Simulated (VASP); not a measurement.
# Cs2SnI6 (Fm-3m) in VASP: single point with LDA

Aim: the single point of Cs2SnI6 with LDA.

All numbers are computed with VASP 6.6.1; they aren't measurements. Logs are shortened: lines on timing, memory, paths and dates and some standing lists are left out, and cuts for length are marked.

### Step 1. The cell of the first run

Symmetry: Fm-3m, No. 225, cubic system. Conventional cell: a = 11.283 Å, b = 11.283 Å, c = 11.283 Å, α = 90.00°, β = 90.00°, γ = 90.00°. Cs (site symmetry -43m) has 12 I at 3.99 Å and 4 Sn at 4.89 Å within 5.2 Å. Sn (site symmetry m-3m) has 6 I at 2.85 Å within 3.8 Å. Within 3.8 Å of I (site symmetry 4mm) lie 1 Sn at 2.85 Å. Within 3.8 Å of I (site symmetry 4mm) lie 1 Sn at 2.85 Å.

### Step 2. Single point, LDA

INCAR

```
PREC     = Accurate       # precision mode
ENCUT    = 500            # plane-wave cutoff, eV
EDIFF    = 1E-6           # SCF threshold, eV
ISMEAR   = 0              # smearing method
SIGMA    = 0.1            # smearing width, eV
LREAL    = False          # projectors in reciprocal space
LASPH    = True           # aspherical terms in the spheres
NELM     = 120            # most SCF steps
ALGO     = Normal         # electronic algorithm
ISIF     = 2              # what is computed and relaxed
LWAVE    = False          # write WAVECAR
LCHARG   = False          # write CHGCAR
NBANDS   = 89             # bands
GGA_COMPAT= False
```

KPOINTS

```
Automatic mesh
0
Gamma
  3 3 3
```

POSCAR

```
Cs2SnI6
1.0
    0.0000000000     -5.6412851464      5.6412851464
    0.0000000000      5.6412851464      5.6412851464
  -11.2825702928      0.0000000000      0.0000000000
Cs Sn I
4 2 12
Direct
    0.0000000000      0.5000000000      0.7500000000
    0.5000000000      0.0000000000      0.2500000000
    0.0000000000      0.5000000000      0.2500000000
    0.5000000000      0.0000000000      0.7500000000
    0.0000000000      0.0000000000      0.0000000000
    0.5000000000      0.5000000000      0.5000000000
    1.0000000000      0.0000000000      0.2524154381
    0.5000000000      0.5000000000      0.7524154381
    0.7524154381      0.2475845619      0.5000000000
    0.2524154381      0.7475845619      1.0000000000
    0.2475845619      0.7524154381      0.5000000000
    0.7475845619      0.2524154381      0.0000000000
    0.0000000000      0.0000000000      0.7475845619
    0.5000000000      0.5000000000      0.2475845619
    0.2475845619      0.2475845619      0.5000000000
    0.7475845619      0.7475845619      0.0000000000
    0.7524154381      0.7524154381      0.5000000000
    0.2524154381      0.2524154381      0.0000000000
```

Potentials or basis: VASP PAW LDA potentials, release 64 (Cs_sv, Sn_d, I).

Command:

```console
cat potpaw_LDA.64/Cs_sv/POTCAR potpaw_LDA.64/Sn_d/POTCAR potpaw_LDA.64/I/POTCAR > POTCAR
mpirun -np 1 vasp_std > vasp.out
```

OUTCAR:

```text
PREC = Accurate
   ENCUT = 500
   EDIFF = 1E-6
   ISMEAR = 0
   LREAL = False
   LASPH = True
   NELM = 120
   ISIF = 2

 ion  position               nearest neighbor table
   1  0.000  0.500  0.750-
   2  0.500  0.000  0.250-
   3  0.000  0.500  0.250-
   4  0.500  0.000  0.750-
   5  0.000  0.000  0.000-   7 2.85  10 2.85  12 2.85  13 2.85  16 2.85  18 2.85
   6  0.500  0.500  0.500-   8 2.85   9 2.85  11 2.85  14 2.85  15 2.85  17 2.85
   7  0.000  0.000  0.252-   5 2.85
   8  0.500  0.500  0.752-   6 2.85
   9  0.752  0.248  0.500-   6 2.85
  10  0.252  0.748  0.000-   5 2.85
  11  0.248  0.752  0.500-   6 2.85
  12  0.748  0.252  0.000-   5 2.85
  13  0.000  0.000  0.748-   5 2.85
  14  0.500  0.500  0.248-   6 2.85
  15  0.248  0.248  0.500-   6 2.85
  16  0.748  0.748  0.000-   5 2.85
  17  0.752  0.752  0.500-   6 2.85
  18  0.252  0.252  0.000-   5 2.85

  LATTYP: Found a simple tetragonal cell.
 ALAT       =     7.9779819633
 C/A-ratio  =     1.4142135624

  Lattice vectors:

 A1 = (   0.0000000000,  -5.6412851464,   5.6412851464)
 A2 = (   0.0000000000,   5.6412851464,   5.6412851464)
 A3 = ( -11.2825702928,   0.0000000000,   0.0000000000)

Analysis of symmetry for initial positions (statically):
=====================================================================
 Subroutine PRICEL returns following result:

  LATTYP: Found a face centered cubic cell.
 ALAT       =    11.2825702928

  Lattice vectors:

 A1 = (   5.6412851464,   0.0000000000,  -5.6412851464)
 A2 = (   5.6412851464,  -5.6412851464,   0.0000000000)
 A3 = (   0.0000000000,  -5.6412851464,  -5.6412851464)

   2 primitive cells build up your supercell.

 Routine SETGRP: Setting up the symmetry group for a
 simple tetragonal supercell.

 Subroutine GETGRP returns: Found 16 space group operations
 (whereof 16 operations were pure point group operations)
 out of a pool of 16 trial point group operations.

The static configuration has the point symmetry D_4h.

Analysis of symmetry for dynamics (positions and initial velocities):
=====================================================================
 Subroutine PRICEL returns following result:

  LATTYP: Found a face centered cubic cell.
 ALAT       =    11.2825702928

  Lattice vectors:

 A1 = (   5.6412851464,   0.0000000000,  -5.6412851464)
 A2 = (   5.6412851464,  -5.6412851464,   0.0000000000)
 A3 = (   0.0000000000,  -5.6412851464,  -5.6412851464)

   2 primitive cells build up your supercell.

 Routine SETGRP: Setting up the symmetry group for a
 simple tetragonal supercell.

 Subroutine GETGRP returns: Found 16 space group operations
 (whereof 16 operations were pure point group operations)
 out of a pool of 16 trial point group operations.

The dynamic configuration has the point symmetry D_4h.

 Subroutine INISYM returns: Found 16 space group operations
 (whereof 16 operations are pure point group operations),
 and found     2 'primitive' translations

----------------------------------------------------------------------------------------

                                     Primitive cell

  volume of cell :     359.0576

  direct lattice vectors                    reciprocal lattice vectors
     5.641285146  0.000000000 -5.641285146     0.088632286  0.088632286 -0.088632286
     5.641285146 -5.641285146  0.000000000     0.088632286 -0.088632286  0.088632286
     0.000000000 -5.641285146 -5.641285146    -0.088632286 -0.088632286 -0.088632286

  length of vectors
     7.977981963  7.977981963  7.977981963     0.153515623  0.153515623  0.153515623

  position of ions in fractional coordinates (direct lattice)
     0.250000000  0.250000000  0.250000000
     0.750000000  0.750000000  0.750000000
     0.000000000  0.000000000  0.000000000
     0.747584562  0.747584562  0.252415438
     0.747584562  0.252415438  0.252415438
     0.252415438  0.747584562  0.747584562
     0.252415438  0.252415438  0.747584562
     0.252415438  0.747584562  0.252415438
     0.747584562  0.252415438  0.747584562

  ion indices of the primitive-cell ions
   primitive index   ion index
                 1           1
                 2           3
                 3           5
                 4           8
                 5           9
                 6          11
                 7          13
                 8          15
                 9          17

----------------------------------------------------------------------------------------

 KPOINTS: Automatic mesh

Automatic generation of k-mesh.
 Grid dimensions read from file:
 generate k-points for:    3    3    3

 Generating k-lattice:

  Cartesian coordinates                     Fractional coordinates (reciprocal lattice)
     0.000000000 -0.029544095  0.029544095     0.333333333  0.000000000  0.000000000
     0.000000000  0.029544095  0.029544095     0.000000000  0.333333333  0.000000000
    -0.029544095  0.000000000  0.000000000     0.000000000  0.000000000  0.333333333

  Length of vectors
     0.041781660  0.041781660  0.029544095

  Shift w.r.t. Gamma in fractional coordinates (k-lattice)
     0.000000000  0.000000000  0.000000000

 Subroutine IBZKPT returns following result:
 ===========================================

 Found      6 irreducible k-points:

 Following reciprocal coordinates:
            Coordinates               Weight
  0.000000  0.000000  0.000000      1.000000
  0.333333  0.000000  0.000000      4.000000
  0.333333  0.333333  0.000000      4.000000
  0.000000  0.000000  0.333333      2.000000
  0.333333  0.000000  0.333333      8.000000
  0.333333  0.333333  0.333333      8.000000
   k-points           NKPTS =      6   k-points in BZ     NKDIM =      6   number of bands    NBANDS=     89
   number of dos      NEDOS =    301   number of ions     NIONS =     18
   total plane-waves  NPLWV = 302400
   dimension x,y,z NGX =    60 NGY =   60 NGZ =   84
   dimension x,y,z NGXF=   120 NGYF=  120 NGZF=  168
   ions per type =               4   2  12
   NGX,Y,Z   is equivalent  to a cutoff of  12.50, 12.50, 12.38 a.u.
   NGXF,Y,Z  is equivalent  to a cutoff of  25.01, 25.01, 24.75 a.u.
 SYSTEM =  unknown system
   PREC   = accura    normal or accurate (medium, high low for compatibility)
   ISTART =      0    job   : 0-new  1-cont  2-samecut
   ICHARG =      2    charge: 1-file 2-atom 10-const
   ISPIN  =      1    spin polarized calculation?
   LNONCOLLINEAR =      F non collinear calculations
   LSORBIT =      F    spin-orbit coupling
   LASPH  =      T    aspherical Exc in radial PAW
   ENCUT  =  500.0 eV  36.75 Ry    6.06 a.u.  14.55 14.55 20.57*2*pi/ulx,y,z
   NELM   =    120;   NELMIN=  2; NELMDL= -5     # of ELM steps
   EDIFF  = 0.1E-05   stopping-criterion for ELM
   LREAL  =      F    real-space projection
   EDIFFG = 0.1E-04   stopping-criterion for IOM
   NSW    =      0    number of steps for IOM
   IBRION =     -1    ionic relax: 0-MD 1-quasi-New 2-CG
   NFREE  =      0    steps in history (QN), initial steepest desc. (CG)
   ISIF   =      2    stress and relaxation
   ISYM   =      2    0-nonsym 1-usesym 2-fastsym
   POTIM  = 0.5000    time-step for ionic-motion
   TEBEG  =    0.0;   TEEND  =   0.0 temperature during run
   PSTRESS=    0.0 pullay stress
   NELECT =     148.0000    total number of electrons
   NUPDOWN=      -1.0000    fix difference up-down
   EMIN   =  10.00;   EMAX   =-10.00  energy-range for DOS
   EFERMI =   0.00;   METHOD = LEGACY
   ISMEAR =     0;   SIGMA  =   0.10  broadening in eV -4-tet -1-fermi 0-gaus
   EFERMI_NEDOS =   21; number of points for ismear=-14 and -15
   IALGO  =     38    algorithm
   IMIX   =      4    mixing-type and parameters
     AMIX     =   0.40;   BMIX     =  1.00
     AMIX_MAG =   1.60;   BMIX_MAG =  1.00
  volume/ion in A,a.u.               =      39.90       269.23
  Fermi-wavevector in a.u.,A,eV,Ry     =   0.967009  1.827383 12.722905  0.935107
  Thomas-Fermi vector in A             =   2.096859
   LORBIT       =      0    0 simple, 1 ext, 2 COOP (PROOUT), +10 PAW based schemes
   GGA     = CA    functional components
   LHFCALC =     F    Hartree Fock is set to
   AEXX    =    0.0000 exact exchange contribution
   IVDW    =     0    specifies the selected vdW correction
   LEPSILON=     F    determine dielectric tensor
   LRPA    =     F    only Hartree local field effects (RPA)
 non-spin polarized calculation
 Gauss-broadening in eV      SIGMA  =   0.10
  energy-cutoff  :      500.00
  volume of cell :      718.12
 maximum number of plane-waves:     18253
 NGX is ok and might be reduce to    60
   NGX = 29   NGY = 29   NGZ = 41

 number of electron     148.0000040 magnetization

 Free energy of the ion-electron system (eV)
  ---------------------------------------------------
  ext. energy  EPLUGINS =         0.00000000
  ---------------------------------------------------
  free energy    TOTEN  =       -53.78896124 eV

  energy without entropy =      -53.77925564  energy(sigma->0) =      -53.78410844

 E-fermi :   2.6905     XC(G=0):  -8.6953

 val. band max:        2.6128859509   @ k =   0.0000   0.0000   0.0000
 cond. band min:       2.8649641475   @ k =   0.0000   0.0000   0.3333
 fundamental gap:      0.2520781967
 Fermi energy:         2.6904709822

 k-point     1 :       0.0000    0.0000    0.0000
  band No.  band energies     occupation
      1     -18.8276      2.00000
      2     -18.8276      2.00000
      3     -18.8270      2.00000
      4     -18.8270      2.00000
      5     -18.7640      2.00000
      6     -18.7640      2.00000
[... 78 lines left out ...]
     85       7.0110      0.00000
     86       7.0519      0.00000

 k-point     2 :       0.3333    0.0000    0.0000
  band No.  band energies     occupation
      1     -18.8276      2.00000
      2     -18.8276      2.00000
      3     -18.8270      2.00000
      4     -18.8270      2.00000
      5     -18.7640      2.00000
      6     -18.7640      2.00000
[... 345 lines left out ...]
     85       7.5029      0.00000
     86       7.5392      0.00000

 k-point     6 :       0.3333    0.3333    0.3333
  band No.  band energies     occupation
      1     -18.8276      2.00000
      2     -18.8276      2.00000
      3     -18.8270      2.00000
      4     -18.8270      2.00000
      5     -18.7640      2.00000
      6     -18.7640      2.00000
[... 78 lines left out ...]
     85       7.9942      0.00000
     86       8.0397      0.00000
 [bands above 86 left out]

------------------------ aborting loop because EDIFF is reached ----------------------------------------

  FORCE on cell =-STRESS in cart. coord.  units (eV):
  Direction    XX          YY          ZZ          XY          YZ          ZX
  --------------------------------------------------------------------------------------
  -------------------------------------------------------------------------------------
  Total        0.1373166      0.2414132      0.2414132     -0.0000000      0.0000000      0.0000000
  in kB        0.3063653      0.5386138      0.5386138     -0.0000000      0.0000000      0.0000000
  external PRESSURE =       0.4611976 kB  Pullay stress =       0.0000000 kB

 VOLUME and BASIS-vectors are now :
 -----------------------------------------------------------------------------
  energy-cutoff  :      500.00
  volume of cell :      718.12
      direct lattice vectors                 reciprocal lattice vectors
     0.000000000 -5.641285146  5.641285146     0.000000000 -0.088632286  0.088632286
     0.000000000  5.641285146  5.641285146     0.000000000  0.088632286  0.088632286
   -11.282570293  0.000000000  0.000000000    -0.088632286  0.000000000  0.000000000

 POSITION                                       TOTAL-FORCE (eV/Angst)
 -----------------------------------------------------------------------------------
     -8.46193      2.82064      2.82064         0.000000     -0.000000      0.000000
     -2.82064     -2.82064      2.82064         0.000000     -0.000000      0.000000
     -2.82064      2.82064      2.82064         0.000000     -0.000000      0.000000
     -8.46193     -2.82064      2.82064         0.000000     -0.000000      0.000000
      0.00000      0.00000      0.00000         0.000000     -0.000000      0.000000
     -5.64129      0.00000      5.64129         0.000000     -0.000000      0.000000
[... 10 lines left out ...]
     -5.64129      0.00000      8.48918         0.000000     -0.000000      0.006000
      0.00000      0.00000      2.84789         0.000000     -0.000000      0.006000
 -----------------------------------------------------------------------------------
    total drift:                                0.000000      0.000000     -0.000000

  FREE ENERGIE OF THE ION-ELECTRON SYSTEM (eV)
  ---------------------------------------------------
  free  energy   TOTEN  =       -53.7889612387 eV

  energy  without entropy=      -53.7792556401  energy(sigma->0) =      -53.78410844
```

Wall time 7.1 min (1 thread of Intel Xeon 6975P-C (Granite Rapids), shared host); peak memory 0.61 GiB.

What came out:

```yaml
Free_energy: -53.7890 eV
Pressure: 0.0 GPa
Largest_force: 0.010 eV/Å
Band_gap_on_the_k_mesh: zero (filled and empty bands touch)
```

Forces on the atoms (eV/Å):
```
Cs   0.000  0.000  0.000
Cs   0.000  0.000  0.000
Cs   0.000  0.000  0.000
Cs   0.000  0.000  0.000
Sn   0.000  0.000  0.000
Sn   0.000  0.000  0.000
I   -0.010  0.000  0.000
I   -0.010  0.000  0.000
I    0.000 -0.006  0.000
I    0.000 -0.006  0.000
I    0.000  0.006  0.000
I    0.000  0.006  0.000
I    0.010  0.000  0.000
I    0.010  0.000  0.000
I    0.000  0.000 -0.006
I    0.000  0.000 -0.006
I    0.000  0.000  0.006
I    0.000  0.000  0.006
```

Caveat: spin-orbit coupling is left out, which moves the levels of the heavy elements.
